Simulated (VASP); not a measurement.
# Li2Se (Fm-3m) in VASP: single point with PBE

Aim: the single point of Li2Se with PBE.

Program: VASP 6.6.1. These are calculated values, not measurements. Logs are shortened: lines on timing, memory, paths and dates and some standing lists are left out, and cuts for length are marked.

**1. The cell of the first run**

Symmetry: Fm-3m, No. 225, cubic system. The conventional cell has a = 6.005 Å, b = 6.005 Å, c = 6.005 Å, α = 90.00°, β = 90.00°, γ = 90.00°. Within 3.4 Å of Li (site symmetry -43m) lie 4 Se at 2.60 Å and 6 Li at 3.00 Å. Within 3.4 Å of Se (site symmetry m-3m) lie 8 Li at 2.60 Å.

**2. Single point, PBE**

INCAR

```
SYSTEM = Li2Se
PREC = Accurate
ENCUT = 750
EDIFF = 1E-6
ISMEAR = 0
SIGMA = 0.05
LREAL = .FALSE.
LASPH = .TRUE.
NELM = 120
ALGO = Normal
ISIF = 2
LWAVE = .FALSE.
LCHARG = .TRUE.
GGA = PE
LELF = .TRUE.
LVHAR = .TRUE.
NBANDS = 13
GGA_COMPAT = .FALSE.
```

KPOINTS

```
regular mesh
0
G
  10 10 10
  0 0 0
```

POSCAR

```
Li2Se
1.0
    0.0000000000      3.0024997683      3.0024997683
    3.0024997683      0.0000000000      3.0024997683
    3.0024997683      3.0024997683      0.0000000000
Li Se
2 1
Direct
    0.2500000000      0.2500000000      0.2500000000
    0.7500000000      0.7500000000      0.7500000000
    0.0000000000      0.0000000000      0.0000000000
```

Potentials or basis: VASP PAW PBE potentials, release 64 (Li_sv, Se).

Launch:

```console
cat potpaw_PBE.64/Li_sv/POTCAR potpaw_PBE.64/Se/POTCAR > POTCAR
mpirun -np 1 vasp_std > vasp.out
```

OUTCAR:

```text
SYSTEM = Li2Se
   PREC = Accurate
   ENCUT = 750
   EDIFF = 1E-6
   ISMEAR = 0
   LREAL = .FALSE.
   LASPH = .TRUE.
   NELM = 120
   ISIF = 2
   GGA = PE

 ion  position               nearest neighbor table
   1  0.250  0.250  0.250-   3 2.60   3 2.60   3 2.60   3 2.60
   2  0.750  0.750  0.750-   3 2.60   3 2.60   3 2.60   3 2.60
   3  0.000  0.000  0.000-   2 2.60   2 2.60   2 2.60   1 2.60   2 2.60   1 2.60   1 2.60   1 2.60

  LATTYP: Found a face centered cubic cell.
 ALAT       =     6.0049995366

  Lattice vectors:

 A1 = (   0.0000000000,   3.0024997683,   3.0024997683)
 A2 = (   3.0024997683,   0.0000000000,   3.0024997683)
 A3 = (   3.0024997683,   3.0024997683,   0.0000000000)

Analysis of symmetry for initial positions (statically):
=====================================================================
 Subroutine PRICEL returns:
 Original cell was already a primitive cell.

 Routine SETGRP: Setting up the symmetry group for a
 face centered cubic supercell.

 Subroutine GETGRP returns: Found 48 space group operations
 (whereof 48 operations were pure point group operations)
 out of a pool of 48 trial point group operations.

The static configuration has the point symmetry O_h .

Analysis of symmetry for dynamics (positions and initial velocities):
=====================================================================
 Subroutine PRICEL returns:
 Original cell was already a primitive cell.

 Routine SETGRP: Setting up the symmetry group for a
 face centered cubic supercell.

 Subroutine GETGRP returns: Found 48 space group operations
 (whereof 48 operations were pure point group operations)
 out of a pool of 48 trial point group operations.

The dynamic configuration has the point symmetry O_h .

 Subroutine INISYM returns: Found 48 space group operations
 (whereof 48 operations are pure point group operations),
 and found     1 'primitive' translations

----------------------------------------------------------------------------------------

                                     Primitive cell

  volume of cell :      54.1351

  direct lattice vectors                    reciprocal lattice vectors
     0.000000000  3.002499768  3.002499768    -0.166527906  0.166527906  0.166527906
     3.002499768  0.000000000  3.002499768     0.166527906 -0.166527906  0.166527906
     3.002499768  3.002499768  0.000000000     0.166527906  0.166527906 -0.166527906

  length of vectors
     4.246175893  4.246175893  4.246175893     0.288434795  0.288434795  0.288434795

  position of ions in fractional coordinates (direct lattice)
     0.250000000  0.250000000  0.250000000
     0.750000000  0.750000000  0.750000000
     0.000000000  0.000000000  0.000000000

  ion indices of the primitive-cell ions
   primitive index   ion index
                 1           1
                 2           2
                 3           3

----------------------------------------------------------------------------------------

 KPOINTS: regular mesh

Automatic generation of k-mesh.
 Grid dimensions read from file:
 generate k-points for:   10   10   10

 Generating k-lattice:

  Cartesian coordinates                     Fractional coordinates (reciprocal lattice)
    -0.016652791  0.016652791  0.016652791     0.100000000  0.000000000  0.000000000
     0.016652791 -0.016652791  0.016652791     0.000000000  0.100000000  0.000000000
     0.016652791  0.016652791 -0.016652791     0.000000000  0.000000000  0.100000000

  Length of vectors
     0.028843479  0.028843479  0.028843479

  Shift w.r.t. Gamma in fractional coordinates (k-lattice)
     0.000000000  0.000000000  0.000000000

 Subroutine IBZKPT returns following result:
 ===========================================

 Found     47 irreducible k-points:

 Following reciprocal coordinates:
            Coordinates               Weight
  0.000000  0.000000  0.000000      1.000000
  0.100000  0.000000  0.000000      8.000000
  0.200000  0.000000  0.000000      8.000000
  0.300000  0.000000  0.000000      8.000000
  0.400000  0.000000  0.000000      8.000000
  0.500000  0.000000  0.000000      4.000000
[... 16 lines left out ...]
  0.300000  0.300000  0.000000      6.000000
  0.400000  0.300000  0.000000     24.000000
 [... further k-points ...]
   k-points           NKPTS =     47   k-points in BZ     NKDIM =     47   number of bands    NBANDS=     13
   number of dos      NEDOS =    301   number of ions     NIONS =      3
   total plane-waves  NPLWV =  64000
   dimension x,y,z NGX =    40 NGY =   40 NGZ =   40
   dimension x,y,z NGXF=    80 NGYF=   80 NGZF=   80
   ions per type =               2   1
   NGX,Y,Z   is equivalent  to a cutoff of  15.66, 15.66, 15.66 a.u.
   NGXF,Y,Z  is equivalent  to a cutoff of  31.32, 31.32, 31.32 a.u.
 SYSTEM =  Li2Se
   PREC   = accura    normal or accurate (medium, high low for compatibility)
   ISTART =      0    job   : 0-new  1-cont  2-samecut
   ICHARG =      2    charge: 1-file 2-atom 10-const
   ISPIN  =      1    spin polarized calculation?
   LNONCOLLINEAR =      F non collinear calculations
   LSORBIT =      F    spin-orbit coupling
   LASPH  =      T    aspherical Exc in radial PAW
   ENCUT  =  750.0 eV  55.12 Ry    7.42 a.u.   9.48  9.48  9.48*2*pi/ulx,y,z
   NELM   =    120;   NELMIN=  2; NELMDL= -5     # of ELM steps
   EDIFF  = 0.1E-05   stopping-criterion for ELM
   LREAL  =      F    real-space projection
   EDIFFG = 0.1E-04   stopping-criterion for IOM
   NSW    =      0    number of steps for IOM
   IBRION =     -1    ionic relax: 0-MD 1-quasi-New 2-CG
   NFREE  =      0    steps in history (QN), initial steepest desc. (CG)
   ISIF   =      2    stress and relaxation
   ISYM   =      2    0-nonsym 1-usesym 2-fastsym
   POTIM  = 0.5000    time-step for ionic-motion
   TEBEG  =    0.0;   TEEND  =   0.0 temperature during run
   PSTRESS=    0.0 pullay stress
   NELECT =      12.0000    total number of electrons
   NUPDOWN=      -1.0000    fix difference up-down
   EMIN   =  10.00;   EMAX   =-10.00  energy-range for DOS
   EFERMI =   0.00;   METHOD = LEGACY
   ISMEAR =     0;   SIGMA  =   0.05  broadening in eV -4-tet -1-fermi 0-gaus
   EFERMI_NEDOS =   21; number of points for ismear=-14 and -15
   IALGO  =     38    algorithm
   IMIX   =      4    mixing-type and parameters
     AMIX     =   0.40;   BMIX     =  1.00
     AMIX_MAG =   1.60;   BMIX_MAG =  1.00
  volume/ion in A,a.u.               =      18.05       121.77
  Fermi-wavevector in a.u.,A,eV,Ry     =   0.990776  1.872296 13.355991  0.981638
  Thomas-Fermi vector in A             =   2.122471
   LORBIT       =      0    0 simple, 1 ext, 2 COOP (PROOUT), +10 PAW based schemes
   GGA     = PE    functional components
   LHFCALC =     F    Hartree Fock is set to
   AEXX    =    0.0000 exact exchange contribution
   IVDW    =     0    specifies the selected vdW correction
   LEPSILON=     F    determine dielectric tensor
   LRPA    =     F    only Hartree local field effects (RPA)
 non-spin polarized calculation
 Gauss-broadening in eV      SIGMA  =   0.05
  energy-cutoff  :      750.00
  volume of cell :       54.14
 maximum number of plane-waves:      2565
 NGX is ok and might be reduce to    40
   NGX = 19   NGY = 19   NGZ = 19

 number of electron      12.0000004 magnetization

 Free energy of the ion-electron system (eV)
  ---------------------------------------------------
  ext. energy  EPLUGINS =         0.00000000
  ---------------------------------------------------
  free energy    TOTEN  =       -11.13102047 eV

  energy without entropy =      -11.13102047  energy(sigma->0) =      -11.13102047

 E-fermi :   1.2039     XC(G=0):  -8.2618

 val. band max:        0.9953335050   @ k =   0.0000   0.0000   0.0000
 cond. band min:       3.9703308159   @ k =   0.5000   0.5000   0.0000
 fundamental gap:      2.9749973109
 Fermi energy:         1.2039067831

 k-point     1 :       0.0000    0.0000    0.0000
  band No.  band energies     occupation
      1     -43.7165      2.00000
      2     -43.6928      2.00000
      3     -10.3938      2.00000
      4       0.9953      2.00000
      5       0.9953      2.00000
      6       0.9953      2.00000
      7       4.3788      0.00000
      8       6.6150      0.00000
      9       6.6150      0.00000
     10       6.6150      0.00000
     11      11.5751      0.00000
     12      11.5751      0.00000
     13      11.9149      0.00000

 k-point     2 :       0.1000    0.0000    0.0000
  band No.  band energies     occupation
      1     -43.7159      2.00000
      2     -43.6933      2.00000
      3     -10.3623      2.00000
      4       0.5484      2.00000
      5       0.9346      2.00000
      6       0.9346      2.00000
      7       4.7239      0.00000
      8       6.7686      0.00000
      9       6.7686      0.00000
     10       6.8487      0.00000
     11      10.5859      0.00000
     12      10.5859      0.00000
     13      11.9756      0.00000

 k-point     3 :       0.2000    0.0000    0.0000
  band No.  band energies     occupation
      1     -43.7141      2.00000
      2     -43.6949      2.00000
      3     -10.2770      2.00000
      4      -0.3267      2.00000
      5       0.7883      2.00000
      6       0.7883      2.00000
      7       5.2847      0.00000
      8       7.0712      0.00000
      9       7.0712      0.00000
     10       7.4908      0.00000
     11      10.0021      0.00000
     12      10.0021      0.00000
     13      12.1866      0.00000
[... 305 lines left out ...]
 k-point    23 :       0.3000    0.3000    0.0000
  band No.  band energies     occupation
      1     -43.7110      2.00000
      2     -43.6975      2.00000
      3     -10.0929      2.00000
      4      -0.7355      2.00000
      5      -0.0380      2.00000
      6      -0.0380      2.00000
      7       4.8913      0.00000
      8       6.9715      0.00000
      9       8.9645      0.00000
     10       8.9645      0.00000
     11       9.6991      0.00000
     12      12.9568      0.00000
     13      14.4517      0.00000

 k-point    24 :       0.4000    0.3000    0.0000
  band No.  band energies     occupation
      1     -43.7094      2.00000
      2     -43.6990      2.00000
      3     -10.0181      2.00000
      4      -1.0561      2.00000
      5      -0.2415      2.00000
      6      -0.1694      2.00000
      7       4.7504      0.00000
      8       7.2181      0.00000
      9       9.1061      0.00000
     10       9.3593      0.00000
     11      10.8933      0.00000
     12      13.4515      0.00000
     13      14.2086      0.00000

 [... further k-points ...]
[... 5 lines left out ...]
  --------------------------------------------------------------------------------------
  -------------------------------------------------------------------------------------
  Total       -0.0137558     -0.0137558     -0.0137558      0.0000000      0.0000000     -0.0000000
  in kB       -0.4071141     -0.4071141     -0.4071141      0.0000000      0.0000000     -0.0000000
  external PRESSURE =      -0.4071141 kB  Pullay stress =       0.0000000 kB

 VOLUME and BASIS-vectors are now :
 -----------------------------------------------------------------------------
  energy-cutoff  :      750.00
  volume of cell :       54.14
      direct lattice vectors                 reciprocal lattice vectors
     0.000000000  3.002499768  3.002499768    -0.166527906  0.166527906  0.166527906
     3.002499768  0.000000000  3.002499768     0.166527906 -0.166527906  0.166527906
     3.002499768  3.002499768  0.000000000     0.166527906  0.166527906 -0.166527906

 POSITION                                       TOTAL-FORCE (eV/Angst)
 -----------------------------------------------------------------------------------
      1.50125      1.50125      1.50125         0.000000      0.000000      0.000000
      4.50375      4.50375      4.50375        -0.000000     -0.000000     -0.000000
      0.00000      0.00000      0.00000         0.000000     -0.000000     -0.000000
 -----------------------------------------------------------------------------------
    total drift:                                0.000000     -0.000000      0.000000

  FREE ENERGIE OF THE ION-ELECTRON SYSTEM (eV)
  ---------------------------------------------------
  free  energy   TOTEN  =       -11.1310204673 eV

  energy  without entropy=      -11.1310204673  energy(sigma->0) =      -11.13102047
```

Wall time 28 s (1 thread of Intel Xeon 6975P-C (Granite Rapids), shared host); peak memory 0.26 GiB.

Results:

```
Free energy            : -11.1310 eV
Pressure               : 0.0 GPa
Band gap on the k mesh : 2.98 eV, indirect (least direct gap 3.38 eV)
```

Levels at points of the mesh, in eV from the valence-band top:
| k point | band 2 | band 3 | band 4 | band 5 | band 6 | band 7 | band 8 | band 9 | band 10 | band 11 |
| --- | --- | --- | --- | --- | --- | --- | --- | --- | --- | --- |
| (0.00, 0.00, 0.00) | -44.69 | -11.39 | 0.00 | 0.00 | 0.00 | 3.38 | 5.62 | 5.62 | 5.62 | 10.58 |
| (0.50, 0.00, 0.00) | -44.70 | -11.03 | -2.90 | -0.53 | -0.53 | 5.10 | 5.96 | 5.96 | 7.94 | 11.49 |
| (0.50, 0.50, 0.00) | -44.70 | -10.91 | -2.28 | -1.44 | -1.44 | 2.98 | 6.17 | 10.31 | 10.31 | 11.39 |
